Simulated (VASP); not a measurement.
# TePb (Pm-3m) in VASP: density of states with PBE+D3(BJ)

Aim: the density of states of TePb with PBE+D3(BJ).

Program: VASP 6.6.1. These are calculated values, not measurements. Logs are shortened: lines on timing, memory, paths and dates and some standing lists are left out, and cuts for length are marked.

## (1) The cell of the first run

It takes space group Pm-3m (No. 221, cubic). Conventional cell: a = 3.927 Å, b = 3.927 Å, c = 3.927 Å, α = 90.00°, β = 90.00°, γ = 90.00°. Te (site symmetry m-3m) has 8 Pb at 3.40 Å and 6 Te at 3.93 Å within 4.5 Å. Pb (site symmetry m-3m) has 8 Te at 3.40 Å and 6 Pb at 3.93 Å within 4.5 Å.

## (2) Density of states, PBE+D3(BJ)

POSCAR

```
TePb
1.0
    3.9267292504      0.0000000000      0.0000000000
    0.0000000000      3.9267292504      0.0000000000
    0.0000000000      0.0000000000      3.9267292504
Te Pb
1 1
Direct
    0.5000000000      0.5000000000      0.5000000000
    0.0000000000      0.0000000000      0.0000000000
```

INCAR.step1

```
PREC = Accurate ; ENCUT = 520
EDIFF = 1E-7 ; ISMEAR = 0
SIGMA = 0.1 ; LREAL = False
LASPH = True ; NELM = 80
ALGO = Normal ; ISIF = 2
LWAVE = False ; LCHARG = True
GGA = PE ; IVDW = 12
NBANDS = 17
```

KPOINTS.step1

```
Automatic mesh
0
Gamma
  10 10 10
```

INCAR.step2

```
PREC = Accurate ; ENCUT = 520
EDIFF = 1E-7 ; ISMEAR = -5
SIGMA = 0.1 ; LREAL = False
LASPH = True ; NELM = 80
ALGO = Normal ; ISIF = 2
LWAVE = False ; LCHARG = False
GGA = PE ; IVDW = 12
LORBIT = 11 ; NBANDS = 17
NEDOS = 1001 ; ICHARG = 11
```

KPOINTS.step2

```
Automatic mesh
0
Gamma
  15 15 15
```

Potentials or basis: VASP PAW PBE potentials, release 64 (Te, Pb_d).

Started as:

```bash
> cat potpaw_PBE.64/Te/POTCAR potpaw_PBE.64/Pb_d/POTCAR > POTCAR
> cp INCAR.step1 INCAR
> cp KPOINTS.step1 KPOINTS
> mpirun -np 1 vasp_std > vasp.out
> cp INCAR.step2 INCAR
> cp KPOINTS.step2 KPOINTS
> mpirun -np 1 vasp_std > vasp.out
```

OUTCAR:

```text
PREC = Accurate
   ENCUT = 520
   EDIFF = 1E-7
   ISMEAR = -5
   LREAL = False
   LASPH = True
   NELM = 80
   ISIF = 2
   GGA = PE
   IVDW = 12
   LORBIT = 11
   ICHARG = 11
 IVDW          = 12

 ion  position               nearest neighbor table
   1  0.500  0.500  0.500-   2 3.40   2 3.40   2 3.40   2 3.40   2 3.40   2 3.40   2 3.40   2 3.40

   2  0.000  0.000  0.000-   1 3.40   1 3.40   1 3.40   1 3.40   1 3.40   1 3.40   1 3.40   1 3.40

  LATTYP: Found a simple cubic cell.
 ALAT       =     3.9267292504

  Lattice vectors:

 A1 = (   3.9267292504,   0.0000000000,   0.0000000000)
 A2 = (   0.0000000000,   3.9267292504,   0.0000000000)
 A3 = (   0.0000000000,   0.0000000000,   3.9267292504)

Analysis of symmetry for initial positions (statically):
=====================================================================
 Subroutine PRICEL returns:
 Original cell was already a primitive cell.

 Routine SETGRP: Setting up the symmetry group for a
 simple cubic supercell.

 Subroutine GETGRP returns: Found 48 space group operations
 (whereof 48 operations were pure point group operations)
 out of a pool of 48 trial point group operations.

The static configuration has the point symmetry O_h .

Analysis of symmetry for dynamics (positions and initial velocities):
=====================================================================
 Subroutine PRICEL returns:
 Original cell was already a primitive cell.

 Routine SETGRP: Setting up the symmetry group for a
 simple cubic supercell.

 Subroutine GETGRP returns: Found 48 space group operations
 (whereof 48 operations were pure point group operations)
 out of a pool of 48 trial point group operations.

The dynamic configuration has the point symmetry O_h .

 Subroutine INISYM returns: Found 48 space group operations
 (whereof 48 operations are pure point group operations),
 and found     1 'primitive' translations

----------------------------------------------------------------------------------------

                                     Primitive cell

  volume of cell :      60.5470

  direct lattice vectors                    reciprocal lattice vectors
     3.926729250  0.000000000  0.000000000     0.254664872  0.000000000  0.000000000
     0.000000000  3.926729250  0.000000000     0.000000000  0.254664872  0.000000000
[... 90 lines left out ...]
   NSW    =      0    number of steps for IOM
   IBRION =     -1    ionic relax: 0-MD 1-quasi-New 2-CG
   NFREE  =      0    steps in history (QN), initial steepest desc. (CG)
   ISIF   =      2    stress and relaxation
   ISYM   =      2    0-nonsym 1-usesym 2-fastsym
   POTIM  = 0.5000    time-step for ionic-motion
   TEBEG  =    0.0;   TEEND  =   0.0 temperature during run
   PSTRESS=    0.0 pullay stress
   NELECT =      20.0000    total number of electrons
   NUPDOWN=      -1.0000    fix difference up-down
   EMIN   =  10.00;   EMAX   =-10.00  energy-range for DOS
   EFERMI =   0.00;   METHOD = LEGACY
   ISMEAR =    -5;   SIGMA  =   0.10  broadening in eV -4-tet -1-fermi 0-gaus
   EFERMI_NEDOS =   21; number of points for ismear=-14 and -15
   IALGO  =     38    algorithm
   IMIX   =      4    mixing-type and parameters
     AMIX     =   0.40;   BMIX     =  1.00
     AMIX_MAG =   1.60;   BMIX_MAG =  1.00
  volume/ion in A,a.u.               =      30.27       204.30
  Fermi-wavevector in a.u.,A,eV,Ry     =   1.131672  2.138550 17.424727  1.280681
  Thomas-Fermi vector in A             =   2.268371
   LORBIT       =     11    0 simple, 1 ext, 2 COOP (PROOUT), +10 PAW based schemes
   GGA     = PE    functional components
   LHFCALC =     F    Hartree Fock is set to
   AEXX    =    0.0000 exact exchange contribution
   IVDW    =    12    specifies the selected vdW correction
   LEPSILON=     F    determine dielectric tensor
   LRPA    =     F    only Hartree local field effects (RPA)
 non-spin polarized calculation
 Fermi weights with tetrahedron method with Bloechl corrections
  energy-cutoff  :      520.00
  volume of cell :       60.55
 maximum number of plane-waves:      1647
 NGX is ok and might be reduce to    30

 number of electron      19.9999993 magnetization

 Free energy of the ion-electron system (eV)
  ---------------------------------------------------
  ext. energy  EPLUGINS =         0.00000000
  ---------------------------------------------------
  free energy    TOTEN  =        -7.04338715 eV

  energy without entropy =       -7.04338715  energy(sigma->0) =       -7.04338715

 E-fermi :   6.9134     XC(G=0):  -9.9506

 val. band max:        6.9792246464   @ k =   0.4667   0.2000   0.0000
 cond. band min:       6.9246286574   @ k =   0.4667   0.3333   0.2667
 fundamental gap:     -0.0545959891
 Fermi energy:         6.9134255133

 k-point     1 :       0.0000    0.0000    0.0000
  band No.  band energies     occupation
      1     -10.0713      2.00000
      2     -10.0713      2.00000
      3      -9.9745      2.00000
      4      -9.9745      2.00000
      5      -9.9745      2.00000
      6      -5.5041      2.00000
[... 457 lines left out ...]
      4      -9.9950      2.00000
      5      -9.9825      2.00000
      6      -4.3054      2.00000
[... 9 lines left out ...]
     16      15.9533      0.00000
     17      16.0628      0.00000

 [... further k-points ...]

------------------------ aborting loop because EDIFF is reached ----------------------------------------

 Edisp (eV)   -0.89089

 E8    (eV) :    -0.4286

  FORCE on cell =-STRESS in cart. coord.  units (eV):
  Direction    XX          YY          ZZ          XY          YZ          ZX
  --------------------------------------------------------------------------------------
  -------------------------------------------------------------------------------------
  Total       0.03303     0.03303     0.03303     0.00000     0.00000     0.00000
  in kB       0.87400     0.87400     0.87400     0.00000     0.00000     0.00000
  external pressure =        0.87 kB  Pullay stress =        0.00 kB

 VOLUME and BASIS-vectors are now :
 -----------------------------------------------------------------------------
  energy-cutoff  :      520.00
  volume of cell :       60.55
      direct lattice vectors                 reciprocal lattice vectors
     3.926729250  0.000000000  0.000000000     0.254664872  0.000000000  0.000000000
     0.000000000  3.926729250  0.000000000     0.000000000  0.254664872  0.000000000
     0.000000000  0.000000000  3.926729250     0.000000000  0.000000000  0.254664872

 POSITION                                       TOTAL-FORCE (eV/Angst)
 -----------------------------------------------------------------------------------
      1.96336      1.96336      1.96336         0.000000      0.000000      0.000000
      0.00000      0.00000      0.00000         0.000000      0.000000      0.000000
 -----------------------------------------------------------------------------------
    total drift:                                0.000000     -0.000000     -0.000000

  FREE ENERGIE OF THE ION-ELECTRON SYSTEM (eV)
  ---------------------------------------------------
  free  energy   TOTEN  =        -7.9342740049 eV

  energy  without entropy=       -7.9342740049  energy(sigma->0) =       -7.93427400

 total charge

# of ion       s       p       d       tot
------------------------------------------
    1        1.399   1.955   0.023   3.377
    2        1.458   0.556   9.829  11.843
--------------------------------------------------
tot          2.857   2.511   9.852  15.219
```

OSZICAR.step1:

```text
N       E                     dE             d eps       ncg     rms          rms(c)
DAV:   1     0.149190676628E+03    0.14919E+03   -0.92321E+03  1904   0.116E+03
DAV:   2     0.246484184972E+01   -0.14673E+03   -0.14234E+03  1998   0.292E+02
DAV:   3    -0.696000490064E+01   -0.94248E+01   -0.92955E+01  2496   0.800E+01
DAV:   4    -0.719464083691E+01   -0.23464E+00   -0.23420E+00  2475   0.138E+01
DAV:   5    -0.720320065768E+01   -0.85598E-02   -0.85595E-02  2692   0.238E+00    0.401E+00
DAV:   6    -0.704865264553E+01    0.15455E+00   -0.37371E-01  2715   0.432E+00    0.255E+00
DAV:   7    -0.704819472302E+01    0.45792E-03   -0.39787E-02  2314   0.973E-01    0.121E+00
DAV:   8    -0.704820640470E+01   -0.11682E-04   -0.33752E-03  2232   0.577E-01    0.118E-01
DAV:   9    -0.704821306675E+01   -0.66620E-05   -0.34229E-04  2840   0.125E-01    0.473E-02
DAV:  10    -0.704822782118E+01   -0.14754E-04   -0.35004E-05  2183   0.334E-02    0.116E-02
DAV:  11    -0.704822839017E+01   -0.56899E-06   -0.33905E-06  2577   0.115E-02    0.198E-03
DAV:  12    -0.704822815262E+01    0.23755E-06   -0.29685E-07  2300   0.583E-03    0.103E-03
DAV:  13    -0.704822811881E+01    0.33815E-07   -0.79116E-09  1213   0.765E-04
   1 F= -.79391150E+01 E0= -.79356337E+01  d E =-.696261E-02
```

Wall time 2.2 min (1 thread of Intel Xeon Platinum 8259CL at 2.50GHz (Skylake/Cascade Lake), shared host); peak memory 0.26 GiB.

What came out:

- Valence electrons inside the program's atomic spheres: Te 3.38; Pb 11.84
- Dispersion energy per atom: -0.445 eV

Caveat: spin-orbit coupling is left out, which moves the levels of the heavy elements; pairwise dispersion overbinds metals, which lowers pressure and volume; tetrahedron occupations give inexact forces and stress in metals.
